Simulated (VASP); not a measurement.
Here is a VASP 6.6.1 calculation.

Contents of INCAR:

```
SYSTEM = SnO3
PREC = Accurate ; ENCUT = 520
EDIFF = 1E-6 ; ISMEAR = -1
SIGMA = 0.02 ; LREAL = .FALSE.
LASPH = .TRUE. ; NELM = 100
ALGO = Normal ; ISIF = 2
LWAVE = .FALSE. ; LCHARG = .TRUE.
GGA = PE ; LELF = .TRUE.
LVHAR = .TRUE. ; NBANDS = 24
```

The input KPOINTS:

```
regular mesh
0
G
  7 7 7
  0 0 0
```

The input POSCAR:

```
SnO3
1.0
    0.0000000000      2.7058172784      2.7058172784
    2.7058172784      0.0000000000      2.7058172784
    2.7058172784      2.7058172784      0.0000000000
Sn O
1 3
Direct
    0.0000000000      0.0000000000      0.0000000000
    0.5000000000      0.5000000000      0.5000000000
    0.2500000000      0.2500000000      0.2500000000
    0.7500000000      0.7500000000      0.7500000000
```

Potentials or basis: VASP PAW PBE potentials, release 64 (Sn_d, O).

Run with:

```sh
$ cat potpaw_PBE.64/Sn_d/POTCAR potpaw_PBE.64/O/POTCAR > POTCAR
$ mpirun -np 1 vasp_std > vasp.out
```

Q: Predict the band gap on the k mesh.

A: Zero (band 16 reaches 7.45 eV, above the bottom of band 17 at 6.04 eV).

Q: Predict the pressure.

A: -1.4 GPa.

Caveat: spin-orbit coupling is left out, which moves the levels of the heavy elements.
